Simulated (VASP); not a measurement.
A run of VASP 6.6.1 is set up as follows.

File INCAR:

```
SYSTEM = WSe2
  PREC = Accurate
  ENCUT = 520
  EDIFF = 1E-6
  ISMEAR = 0
  SIGMA = 0.1
  LREAL = .False.
  LASPH = .True.
  NELM = 60
  ALGO = Normal
  ISIF = 2
  LWAVE = .False.
  LCHARG = .True.
  GGA = PE
  IVDW = 12
  LELF = .True.
  LVHAR = .True.
  NBANDS = 20
```

KPOINTS

```
Automatic mesh
0
Gamma
  9 9 9
  0 0 0
```

The input POSCAR:

```
WSe2
1.0
    1.6419539886      0.9479825756      6.3828606137
   -1.6419539886      0.9479825756      6.3828606137
    0.0000000000     -1.8959651564      6.3828606129
W Se
1 2
Direct
    0.9993490854     -0.0006509146     -0.0006509146
    0.7538299256      0.7538299256      0.7538299256
    0.5781209890      0.5781209890      0.5781209890
```

Potentials or basis: VASP PAW PBE potentials, release 64 (W_sv, Se).

Launch:

```bash
$ cat potpaw_PBE.64/W_sv/POTCAR potpaw_PBE.64/Se/POTCAR > POTCAR
$ mpirun -np 1 vasp_std > vasp.out
```

(1) What does it give for the pressure?

(2) Estimate the largest force.

(3) Estimate the dispersion energy per atom.

## Answers

(1) 0.2 GPa.

(2) 0.038 eV/Å.

(3) -0.475 eV.
